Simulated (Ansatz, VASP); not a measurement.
# TiSb2Se2 in VASP and in Ansatz

File INCAR:

```
PREC     = Accurate       # precision mode
ENCUT    = 520            # plane-wave cutoff, eV
EDIFF    = 1E-6           # SCF threshold, eV
ISMEAR   = 0              # smearing method
SIGMA    = 0.1            # smearing width, eV
LREAL    = False          # projectors in reciprocal space
LASPH    = True           # aspherical terms in the spheres
NELM     = 150            # most SCF steps
ALGO     = Normal         # electronic algorithm
ISIF     = 2              # what is computed and relaxed
LWAVE    = False          # write WAVECAR
LCHARG   = False          # write CHGCAR
ISPIN    = 2              # spin polarisation
MAGMOM   = 1 0 0 0 0      # initial moments
LORBIT   = 11             # projections on sites
LMAXMIX  = 4              # l up to which the mixer works
GGA      = PE             # functional
NBANDS   = 29             # bands
```

File KPOINTS:

```
Automatic mesh
0
Gamma
  4 4 2
```

POSCAR

```
TiSb2Se2
1.0
    4.4398398800      0.0000000000      0.0000000000
    0.0000000000      4.4398398800      0.0000000000
    0.0000000000      0.0000000000      7.8972363200
Ti Sb Se
1 2 2
Direct
    0.0000000000      0.0000000000      0.0000000000
    0.5000000000      0.0000000000      0.0000000000
    0.0000000000      0.5000000000      0.0000000000
    0.0000000000      0.0000000000      0.6329599800
    0.0000000000      0.0000000000      0.3670400200
```

Input for Ansatz:

```yaml
crystal:
  lattice:
    - [4.43983988, 0.0, 0.0]
    - [0.0, 4.43983988, 0.0]
    - [0.0, 0.0, 7.89723632]
  atoms:
    - { symbol: Ti, position: [0.0, 0.0, 0.0], spin: 1.0 }
    - { symbol: Sb, position: [0.5, 0.0, 0.0] }
    - { symbol: Sb, position: [0.0, 0.5, 0.0] }
    - { symbol: Se, position: [0.0, 0.0, 0.63295998] }
    - { symbol: Se, position: [0.0, 0.0, 0.36704002] }
basis:
  ecutwfc: 420
kpoints:
  mp_grid: { grid: [4, 4, 2] }
hamiltonian:
  xc: pbe
scf:
  occupations: { method: gaussian, width: 0.1 }
  lower_state_search: "off"
output:
  forces: true
  stress: true
  eigenvalues: true
  populations: true
magnetization:
  spin_polarized: true
```

Alike in both runs: task single point; functional PBE; k mesh 4 × 4 × 2; occupations gaussian, width 0.1 eV; collinear spin.

|  | VASP | Ansatz |
| --- | --- | --- |
| version | VASP 6.6.1 | Ansatz 0.2.0 |
| potentials or method | VASP PAW PBE potentials, release 64 (Ti_sv, Sb, Se), cutoff 520 eV | scalar-relativistic, plane waves, PAW |
| valence electrons in the cell | 34 | 74 |

|  | VASP | Ansatz | Ansatz less VASP |
| --- | --- | --- | --- |
| gap on the k mesh at the Fermi level (eV) | none | none | - |
| pressure (GPa) | 23.8 | 24.2 | +0.43 |
| traceless stress, the component that is largest in VASP (GPa) | -19.95 | -20.49 | -0.534 |
| rms of the force components (eV/Å) | 1.322 | 1.322 | 0.0000 |
| net moment per atom (μB) | 0.00 | 0.06 | +0.061 |
| size of the moment on the site where the two differ most (μB) | 0.00 | 0.14 | +0.136 |

Site moments also hang on the region over which each program counts them. Atom by atom the forces differ by 0.000 eV/Å (rms over components). A gap of «none» marks a metal or a gap that the smearing closes. The functional is the same, so the differences come from potentials, cutoffs and numerics. VASP's potentials hold 34 valence electrons a cell and Ansatz's 74, so a difference there can come from the potentials and not from the codes.

The k mesh is coarse, so the values compare programs but aren't converged. Neither program's run includes spin-orbit coupling.
